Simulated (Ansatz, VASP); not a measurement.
Ga3As3N2 in VASP and in Ansatz

INCAR

```
  PREC = Accurate
  ENCUT = 520
  EDIFF = 1E-6
  ISMEAR = 0
  SIGMA = 0.05
  LREAL = False
  LASPH = True
  NELM = 80
  ALGO = Normal
  ISIF = 2
  LWAVE = False
  LCHARG = True
  LDIPOL = True
  IDIPOL = 3
  DIPOL = 0.5 0.5 0.326
  GGA = PE
  IVDW = 12
  LELF = True
  LVHAR = True
  LVACPOTAV = True
  NBANDS = 42
```

The input KPOINTS:

```
regular mesh
0
Gamma
  7 5 1
```

Contents of POSCAR:

```
Ga3As3N2
1.0
    4.0137031116      0.0000000000      0.0000000000
    0.0000000000      5.6762333758      0.0000000000
    0.0000000000      0.0000000000     22.8852699092
Ga As N
3 3 2
Direct
    0.5000000000      0.5000000000      0.1747849169
    0.0000000000      0.0653835254      0.2732733389
    0.5000000000      0.4894639615      0.3292030243
    0.0000000000      0.2500000000      0.1747849169
    0.5000000000      0.8102208702      0.2554204538
    0.0000000000      0.2887573197      0.3664046761
    0.5000000000      0.7887573197      0.4931237409
    0.5000000000      0.7887573197      0.5411895931
```

Input for Ansatz:

```yaml
crystal:
  lattice:
    - [4.0137031116, 0.0, 0.0]
    - [0.0, 5.6762333758, 0.0]
    - [0.0, 0.0, 22.8852699092]
  atoms:
    - { symbol: Ga, position: [0.5, 0.5, 0.1747849169] }
    - { symbol: As, position: [0.0, 0.25, 0.1747849169] }
    - { symbol: Ga, position: [0.0, 0.0653835254, 0.2732733389] }
    - { symbol: As, position: [0.5, 0.8102208702, 0.2554204538] }
    - { symbol: Ga, position: [0.5, 0.4894639615, 0.3292030243] }
    - { symbol: As, position: [0.0, 0.2887573197, 0.3664046761] }
    - { symbol: "N", position: [0.5, 0.7887573197, 0.4931237409] }
    - { symbol: "N", position: [0.5, 0.7887573197, 0.5411895931] }
basis:
  ecutwfc: 420
kpoints:
  mp_grid: { grid: [7, 5, 1] }
hamiltonian:
  xc: pbe
  pseudopotentials: { kind: paw, azcp: { folder: soft_1 } }
  dispersion: d3bj
scf:
  occupations: { method: gaussian, width: 0.05 }
output:
  forces: true
  eigenvalues: true
efield:
  axis: 3
  dipole_correction: true
  ramp_width: 0.04
```

Alike in both runs: task single point; functional PBE; dispersion D3(BJ); k mesh 7 × 5 × 1; occupations gaussian, width 0.05 eV; no spin polarisation.

```csv
,VASP,Ansatz
version,VASP 6.6.1,Ansatz 0.2.0
potentials or method,"VASP PAW PBE potentials, release 64 (Ga_d, As, N), cutoff 520 eV","scalar-relativistic, plane waves, PAW"
valence electrons in the cell,64,94
```

```tsv
	VASP	Ansatz	Ansatz less VASP
gap on the k mesh at the Fermi level (eV)	0.41	0.41	+0.008
least direct gap on the mesh (eV)	0.76	0.77	+0.003
rms of the force components (eV/Å)	0.689	0.330	-0.3595
```

One of these differences is far larger than is usual between the two programs; its cause wasn't traced. VASP's potentials hold 64 valence electrons a cell and Ansatz's 94, so a difference there can come from the potentials and not from the codes.

Noted on VASP's run: the standard files for N, O and F lose accuracy on very short bonds.
